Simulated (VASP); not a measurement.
# Ga2O3 (C2/m) in VASP: a series of runs, part 2 of 2

VASP 6.6.1.

### Step 3. Single point, PBE (z stretched by +1 %, then relaxed in part)

INCAR reads:

```
SYSTEM = Ga2O3
PREC     = Accurate       ! precision mode
ENCUT    = 520            ! plane-wave cutoff, eV
EDIFF    = 1E-6           ! SCF threshold, eV
ISMEAR   = -1             ! smearing method
SIGMA    = 0.02           ! smearing width, eV
LREAL    = .FALSE.        ! projectors in reciprocal space
LASPH    = .TRUE.         ! aspherical terms in the spheres
NELM     = 80             ! most SCF steps
ALGO     = Normal         ! electronic algorithm
ISIF     = 2              ! what is computed and relaxed
LWAVE    = .FALSE.        ! write WAVECAR
LCHARG   = .FALSE.        ! write CHGCAR
GGA      = PE             ! functional
NBANDS   = 55             ! bands
```

KPOINTS reads:

```
regular mesh
0
G
  10 10 6
  0 0 0
```

POSCAR reads:

```
Ga2O3
1.0
    6.1070000000     -1.5185500000      0.0000000000
    6.1070000000      1.5185500000      0.0000000000
   -1.3859888959      0.0000000000      5.6863088254
Ga O
4 6
Direct
    0.0924853846      0.0924853846      0.7977668810
    0.9075146154      0.9075146154      0.2022331190
    0.6587775515      0.6587775515      0.3146946231
    0.3412224485      0.3412224485      0.6853053769
    0.1684741792      0.1684741792      0.1102401375
    0.8315258208      0.8315258208      0.8897598625
    0.1722469815      0.1722469815      0.5607684247
    0.8277530185      0.8277530185      0.4392315753
    0.4956916624      0.4956916624      0.2532063774
    0.5043083376      0.5043083376      0.7467936226
```

Potentials or basis: VASP PAW PBE potentials, release 64 (Ga_d, O).

Launch:

```bash
$ cat potpaw_PBE.64/Ga_d/POTCAR potpaw_PBE.64/O/POTCAR > POTCAR
$ mpirun -np 1 vasp_std > vasp.out
```

OUTCAR:

```text
SYSTEM = Ga2O3
   PREC = Accurate
   ENCUT = 520
   EDIFF = 1E-6
   ISMEAR = -1
   LREAL = .FALSE.
   LASPH = .TRUE.
   NELM = 80
   ISIF = 2
   GGA = PE

 ion  position               nearest neighbor table
   1  0.092  0.092  0.798-   5 1.84  10 1.84  10 1.84   7 1.87
   2  0.908  0.908  0.202-   6 1.84   9 1.84   9 1.84   8 1.87
   3  0.659  0.659  0.315-   9 1.94   5 1.95   5 1.95   8 2.02   7 2.07   7 2.07
   4  0.341  0.341  0.685-  10 1.94   6 1.95   6 1.95   7 2.02   8 2.07   8 2.07
   5  0.168  0.168  0.110-   1 1.84   3 1.95   3 1.95
   6  0.832  0.832  0.890-   2 1.84   4 1.95   4 1.95
   7  0.172  0.172  0.561-   1 1.87   4 2.02   3 2.07   3 2.07
   8  0.828  0.828  0.439-   2 1.87   3 2.02   4 2.07   4 2.07
   9  0.496  0.496  0.253-   2 1.84   2 1.84   3 1.94
  10  0.504  0.504  0.747-   1 1.84   1 1.84   4 1.94

  LATTYP: Found a base centered monoclinic cell.
 ALAT       =    12.2140000000
 B/A-ratio  =     0.2486572785
 C/A-ratio  =     0.4791864564
 COS(beta)  =    -0.2368085074

  Lattice vectors:

 A1 = (   6.1070000000,  -1.5185500000,   0.0000000000)
 A2 = (   6.1070000000,   1.5185500000,   0.0000000000)
 A3 = (  -1.3859888959,   0.0000000000,   5.6863088254)

Analysis of symmetry for initial positions (statically):
=====================================================================
 Subroutine PRICEL returns:
 Original cell was already a primitive cell.

 Routine SETGRP: Setting up the symmetry group for a
 base centered monoclinic supercell.

 Subroutine GETGRP returns: Found  4 space group operations
 (whereof  4 operations were pure point group operations)
 out of a pool of  4 trial point group operations.

The static configuration has the point symmetry C_2h.

Analysis of symmetry for dynamics (positions and initial velocities):
=====================================================================
 Subroutine PRICEL returns:
 Original cell was already a primitive cell.

 Routine SETGRP: Setting up the symmetry group for a
 base centered monoclinic supercell.

 Subroutine GETGRP returns: Found  4 space group operations
 (whereof  4 operations were pure point group operations)
 out of a pool of  4 trial point group operations.

The dynamic configuration has the point symmetry C_2h.

 Subroutine INISYM returns: Found  4 space group operations
 (whereof  4 operations are pure point group operations),
 and found     1 'primitive' translations

----------------------------------------------------------------------------------------

                                     Primitive cell

  volume of cell :     105.4672

  direct lattice vectors                    reciprocal lattice vectors
     6.107000000 -1.518550000  0.000000000     0.081873260 -0.329261467  0.019955903
     6.107000000  1.518550000  0.000000000     0.081873260  0.329261467  0.019955903
    -1.385988896  0.000000000  5.686308825     0.000000000  0.000000000  0.175861008

  length of vectors
     6.292967750  6.292967750  5.852783379     0.339874362  0.339874362  0.175861008

  position of ions in fractional coordinates (direct lattice)
     0.092485385  0.092485385  0.797766881
     0.907514615  0.907514615  0.202233119
     0.658777552  0.658777552  0.314694623
[... 71 lines left out ...]
  0.300000  0.300000  0.000000      2.000000
  0.400000  0.300000  0.000000      4.000000
 [... further k-points ...]
   k-points           NKPTS =    172   k-points in BZ     NKDIM =    172   number of bands    NBANDS=     55
   number of dos      NEDOS =    301   number of ions     NIONS =     10
   total plane-waves  NPLWV = 110592
   dimension x,y,z NGX =    48 NGY =   48 NGZ =   48
   dimension x,y,z NGXF=    96 NGYF=   96 NGZF=   96
   ions per type =               4   6
   NGX,Y,Z   is equivalent  to a cutoff of  12.68, 12.68, 13.63 a.u.
   NGXF,Y,Z  is equivalent  to a cutoff of  25.36, 25.36, 27.27 a.u.
 SYSTEM =  Ga2O3
   PREC   = accura    normal or accurate (medium, high low for compatibility)
   ISTART =      0    job   : 0-new  1-cont  2-samecut
   ICHARG =      2    charge: 1-file 2-atom 10-const
   ISPIN  =      1    spin polarized calculation?
   LNONCOLLINEAR =      F non collinear calculations
   LSORBIT =      F    spin-orbit coupling
   LASPH  =      T    aspherical Exc in radial PAW
   ENCUT  =  520.0 eV  38.22 Ry    6.18 a.u.  11.70 11.70 10.88*2*pi/ulx,y,z
   NELM   =     80;   NELMIN=  2; NELMDL= -5     # of ELM steps
   EDIFF  = 0.1E-05   stopping-criterion for ELM
   LREAL  =      F    real-space projection
   EDIFFG = 0.1E-04   stopping-criterion for IOM
   NSW    =      0    number of steps for IOM
   IBRION =     -1    ionic relax: 0-MD 1-quasi-New 2-CG
   NFREE  =      0    steps in history (QN), initial steepest desc. (CG)
   ISIF   =      2    stress and relaxation
   ISYM   =      2    0-nonsym 1-usesym 2-fastsym
   POTIM  = 0.5000    time-step for ionic-motion
   TEBEG  =    0.0;   TEEND  =   0.0 temperature during run
   PSTRESS=    0.0 pullay stress
   NELECT =      88.0000    total number of electrons
   NUPDOWN=      -1.0000    fix difference up-down
   EMIN   =  10.00;   EMAX   =-10.00  energy-range for DOS
   EFERMI =   0.00;   METHOD = LEGACY
   ISMEAR =    -1;   SIGMA  =   0.02  broadening in eV -4-tet -1-fermi 0-gaus
   EFERMI_NEDOS =   21; number of points for ismear=-14 and -15
   IALGO  =     38    algorithm
   IMIX   =      4    mixing-type and parameters
     AMIX     =   0.40;   BMIX     =  1.00
     AMIX_MAG =   1.60;   BMIX_MAG =  1.00
  volume/ion in A,a.u.               =      10.55        71.17
  Fermi-wavevector in a.u.,A,eV,Ry     =   1.541215  2.912474 32.318514  2.375344
  Thomas-Fermi vector in A             =   2.647192
   LORBIT       =      0    0 simple, 1 ext, 2 COOP (PROOUT), +10 PAW based schemes
   GGA     = PE    functional components
   LHFCALC =     F    Hartree Fock is set to
   AEXX    =    0.0000 exact exchange contribution
   IVDW    =     0    specifies the selected vdW correction
   LEPSILON=     F    determine dielectric tensor
   LRPA    =     F    only Hartree local field effects (RPA)
 non-spin polarized calculation
  energy-cutoff  :      520.00
  volume of cell :      105.47
 maximum number of plane-waves:      2868
   NGX = 23   NGY = 23   NGZ = 21

 number of electron      88.0000002 magnetization

 Free energy of the ion-electron system (eV)
  ---------------------------------------------------
  ext. energy  EPLUGINS =         0.00000000
  ---------------------------------------------------
  free energy    TOTEN  =       -59.57146958 eV

  energy without entropy =      -59.57146958  energy(sigma->0) =      -59.57146958

 E-fermi :   4.2800     XC(G=0): -11.5982

 val. band max:        3.8085570205   @ k =   0.5000   0.4000   0.5000
 cond. band min:       6.0915926337   @ k =   0.0000   0.0000   0.0000
 fundamental gap:      2.2830356132
 Fermi energy:         4.2799723014

 k-point     1 :       0.0000    0.0000    0.0000
  band No.  band energies     occupation
      1     -15.0656      2.00000
      2     -13.9176      2.00000
      3     -13.8836      2.00000
      4     -13.7524      2.00000
      5     -13.3045      2.00000
      6     -13.2938      2.00000
[... 1381 lines left out ...]
     54      15.1146      0.00000
     55      16.3029      0.00000

 [... further k-points ...]

------------------------ aborting loop because EDIFF is reached ----------------------------------------

  FORCE on cell =-STRESS in cart. coord.  units (eV):
  Direction    XX          YY          ZZ          XY          YZ          ZX
  --------------------------------------------------------------------------------------
  -------------------------------------------------------------------------------------
  Total        4.6450142      5.4787196      3.7343996      0.0000000      0.0000000      0.0735989
  in kB       70.5635095     83.2285256     56.7301482      0.0000000      0.0000000      1.1180588
  external PRESSURE =      70.1740611 kB  Pullay stress =       0.0000000 kB

 VOLUME and BASIS-vectors are now :
 -----------------------------------------------------------------------------
  energy-cutoff  :      520.00
  volume of cell :      105.47
      direct lattice vectors                 reciprocal lattice vectors
     6.107000000 -1.518550000  0.000000000     0.081873260 -0.329261467  0.019955903
     6.107000000  1.518550000  0.000000000     0.081873260  0.329261467  0.019955903
    -1.385988896  0.000000000  5.686308825     0.000000000  0.000000000  0.175861008

 POSITION                                       TOTAL-FORCE (eV/Angst)
 -----------------------------------------------------------------------------------
      0.02392      0.00000      4.53635         0.007175      0.000000      0.012453
     10.80409      0.00000      1.14996        -0.007175      0.000000     -0.012453
      7.61015      0.00000      1.78945        -0.009972      0.000000     -0.020166
      3.21787      0.00000      3.89686         0.009972      0.000000      0.020166
      1.90495      0.00000      0.62686         0.021008      0.000000     -0.024962
      8.92306      0.00000      5.05945        -0.021008      0.000000      0.024962
      1.32661      0.00000      3.18870        -0.018650      0.000000      0.011240
      9.50141      0.00000      2.49761         0.018650      0.000000     -0.011240
      5.70344      0.00000      1.43981        -0.002478      0.000000      0.005651
      5.12457      0.00000      4.24650         0.002478      0.000000     -0.005651
 -----------------------------------------------------------------------------------
    total drift:                                0.000000     -0.000000     -0.000000

  FREE ENERGIE OF THE ION-ELECTRON SYSTEM (eV)
  ---------------------------------------------------
  free  energy   TOTEN  =       -59.5714695834 eV

  energy  without entropy=      -59.5714695834  energy(sigma->0) =      -59.57146958
```

It took 49 min on 1 thread of Oxide Virtual Turin-like, shared host; peak memory 0.79 GiB.

What came out:

| Item | Value |
| --- | --- |
| Free energy | -59.5715 eV |
| Pressure | 7.0 GPa |
| Largest force | 0.033 eV/Å |
| Band gap on the k mesh | 2.28 eV (least direct gap 2.33 eV) |

Forces in eV/Å, atoms in the order of the input:
```
Ga   0.007  0.000  0.012
Ga  -0.007  0.000 -0.012
Ga  -0.010  0.000 -0.020
Ga   0.010  0.000  0.020
O    0.021  0.000 -0.025
O   -0.021  0.000  0.025
O   -0.019  0.000  0.011
O    0.019  0.000 -0.011
O   -0.002  0.000  0.006
O    0.002  0.000 -0.006
```

Stress tensor (GPa, compression positive):
```
7.06 0.00 0.11
0.00 8.32 0.00
0.11 0.00 5.67
```

Caveat: the cell differs from its parent crystal (z stretched by +1 %, then relaxed in part); the cell stands under pressure. A k mesh can miss the band edges.

### Step 4. Single point, PBE (10.23 Å³/atom)

This run uses another cell than the first one, of 10.23 Å³/atom.

INCAR reads:

```
ALGO     = Normal         # electronic algorithm
EDIFF    = 1E-7           # SCF threshold, eV
ENCUT    = 520            # plane-wave cutoff, eV
GGA      = PE             # functional
ISIF     = 2              # what is computed and relaxed
ISMEAR   = -1             # smearing method
LASPH    = T              # aspherical terms in the spheres
LCHARG   = F              # write CHGCAR
LREAL    = F              # projectors in reciprocal space
LWAVE    = F              # write WAVECAR
NBANDS   = 55             # bands
NELM     = 60             # most SCF steps
PREC     = Accurate       # precision mode
SIGMA    = 0.02           # smearing width, eV
```

KPOINTS reads:

```
k-points
0
Gamma
  10 10 6
```

POSCAR reads:

```
Ga2O3
1.0
    6.0660121878     -1.5083580822      0.0000000000
    6.0660121878      1.5083580822      0.0000000000
   -1.3766866767      0.0000000000      5.5922223059
Ga O
4 6
Direct
    0.0917610486      0.0917610486      0.7957775882
    0.9082389514      0.9082389514      0.2042224118
    0.6597433527      0.6597433527      0.3125351135
    0.3402566473      0.3402566473      0.6874648865
    0.1712869857      0.1712869857      0.1084311098
    0.8287130143      0.8287130143      0.8915688902
    0.1716025947      0.1716025947      0.5585869958
    0.8283974053      0.8283974053      0.4414130042
    0.4968675373      0.4968675373      0.2523638838
    0.5031324627      0.5031324627      0.7476361162
```

Launch:

```bash
$ cat potpaw_PBE.64/Ga_d/POTCAR potpaw_PBE.64/O/POTCAR > POTCAR
$ mpirun -np 1 vasp_std > vasp.out
```

Run time: 52 min. Hardware: 1 thread of Oxide Virtual Turin-like, shared host; peak memory 0.77 GiB.

The run converged. Its results:

* Free energy: -59.3767 eV
* Pressure: 13.0 GPa
* Largest force: 0.030 eV/Å
* Band gap on the k mesh: 2.52 eV (least direct gap 2.55 eV)

Forces on the atoms (eV/Å):
```
Ga   0.002  0.000  0.012
Ga  -0.002  0.000 -0.012
Ga  -0.029  0.000 -0.006
Ga   0.029  0.000  0.006
O    0.017  0.000 -0.018
O   -0.017  0.000  0.018
O   -0.018  0.000 -0.003
O    0.018  0.000  0.003
O    0.001  0.000  0.002
O   -0.001  0.000 -0.002
```

Stress tensor (GPa, compression positive):
```
12.30  0.00  0.16
 0.00 13.51  0.00
 0.16  0.00 13.25
```

Levels at points of the mesh, in eV from the valence-band top:
```
           k point  band 42  band 43  band 44  band 45  band 46  band 47
(0.00, 0.00, 0.00)    -0.52    -0.29    -0.03     2.52     5.77     6.82
(0.50, 0.00, 0.00)    -0.74    -0.48    -0.14     5.75     6.64     7.36
(0.50, 0.50, 0.00)    -0.67    -0.39    -0.19     4.73     4.96     5.86
(0.00, 0.00, 0.50)    -0.66    -0.46    -0.31     4.92     4.98     6.94
(0.50, 0.00, 0.50)    -1.06    -0.76    -0.69     7.03     7.08     7.93
(0.50, 0.50, 0.50)    -0.55    -0.55    -0.03     5.32     5.39     6.43
```

Caveat: the cell stands under pressure. A k mesh can miss the band edges.

### Step 5. Single point, PBE (z stretched by +3 %, then relaxed in part)

INCAR reads:

```
ALGO     = Normal         # electronic algorithm
EDIFF    = 1E-6           # SCF threshold, eV
ENCUT    = 520            # plane-wave cutoff, eV
GGA      = PE             # functional
ISIF     = 2              # what is computed and relaxed
ISMEAR   = -1             # smearing method
LASPH    = True           # aspherical terms in the spheres
LCHARG   = False          # write CHGCAR
LREAL    = False          # projectors in reciprocal space
LWAVE    = False          # write WAVECAR
NBANDS   = 55             # bands
NELM     = 60             # most SCF steps
PREC     = Accurate       # precision mode
SIGMA    = 0.02           # smearing width, eV
```

KPOINTS is that of step 4.

POSCAR reads:

```
Ga2O3
1.0
    6.1070000000     -1.5185500000      0.0000000000
    6.1070000000      1.5185500000      0.0000000000
   -1.3859888959      0.0000000000      5.7989090001
Ga O
4 6
Direct
    0.0942614795      0.0942614795      0.8012434066
    0.9057385205      0.9057385205      0.1987565934
    0.6581292108      0.6581292108      0.3163505120
    0.3418707892      0.3418707892      0.6836494880
    0.1674697757      0.1674697757      0.1118640545
    0.8325302243      0.8325302243      0.8881359455
    0.1724262807      0.1724262807      0.5619901215
    0.8275737193      0.8275737193      0.4380098785
    0.4943588362      0.4943588362      0.2523594770
    0.5056411638      0.5056411638      0.7476405230
```

Launch:

```bash
$ cat potpaw_PBE.64/Ga_d/POTCAR potpaw_PBE.64/O/POTCAR > POTCAR
$ mpirun -np 1 vasp_std > vasp.out
```

Wall time 47 min (1 thread of Oxide Virtual Turin-like, shared host); peak memory 0.8 GiB.

Results (log left out):

- Free energy: -59.6062 eV
- Pressure: 3.4 GPa
- Largest force: 0.027 eV/Å
- Band gap on the k mesh: 2.11 eV (least direct gap 2.20 eV)

Forces in eV/Å, atoms in the order of the input:
```
Ga   0.014  0.000 -0.006
Ga  -0.014  0.000  0.006
Ga  -0.011  0.000  0.005
Ga   0.011  0.000 -0.005
O    0.023  0.000 -0.014
O   -0.023  0.000  0.014
O   -0.027  0.000  0.006
O    0.027  0.000 -0.006
O    0.010  0.000  0.008
O   -0.010  0.000 -0.008
```

Stress tensor (GPa, compression positive):
```
 4.26  0.00 -0.01
 0.00  6.55  0.00
-0.01  0.00 -0.76
```

Levels at points of the mesh, in eV from the valence-band top:
```
           k point  band 42  band 43  band 44  band 45  band 46  band 47
(0.00, 0.00, 0.00)    -0.44    -0.29    -0.09     2.11     5.37     6.56
(0.50, 0.00, 0.00)    -0.76    -0.45    -0.19     5.41     6.07     6.79
(0.50, 0.50, 0.00)    -0.61    -0.33    -0.24     4.30     4.50     5.97
(0.00, 0.00, 0.50)    -0.57    -0.43    -0.30     4.57     4.59     6.53
(0.50, 0.00, 0.50)    -0.97    -0.71    -0.64     6.60     6.65     7.48
(0.50, 0.50, 0.50)    -0.54    -0.50    -0.03     4.93     5.10     6.01
```

Caveat: the cell differs from its parent crystal (z stretched by +3 %, then relaxed in part); the cell stands under pressure. A k mesh can miss the band edges.

### Step 6. The runs side by side

```csv
cell,gap on the mesh (eV),pressure (GPa),largest force (eV/Å)
"a = 6.376, b = 6.376, c = 5.874 Å, angles 103.4, 103.4, 27.9°, 10 atoms, atomic positions A",2.07,2.1,0.03
"a = 6.293, b = 6.293, c = 5.853 Å, angles 103.3, 103.3, 27.9°, 10 atoms, atomic positions B",2.28,7.0,0.03
"a = 6.251, b = 6.251, c = 5.759 Å, angles 103.4, 103.4, 27.9°, 10 atoms, atomic positions C",2.52,13.0,0.03
"a = 6.293, b = 6.293, c = 5.962 Å, angles 103.0, 103.0, 27.9°, 10 atoms, atomic positions D",2.11,3.4,0.03
```

Alike in all rows: task single point; level PBE; potentials or basis VASP PAW PBE potentials, release 64 (Ga_d, O); no spin polarisation; k mesh 10 × 10 × 6; cutoff (eV) 520; smearing fermi-dirac 0.02 eV.

Caveats: the cell stands under pressure (at least some runs).

Total energies depend on the potentials used, so only differences within one code and one set of settings carry meaning.
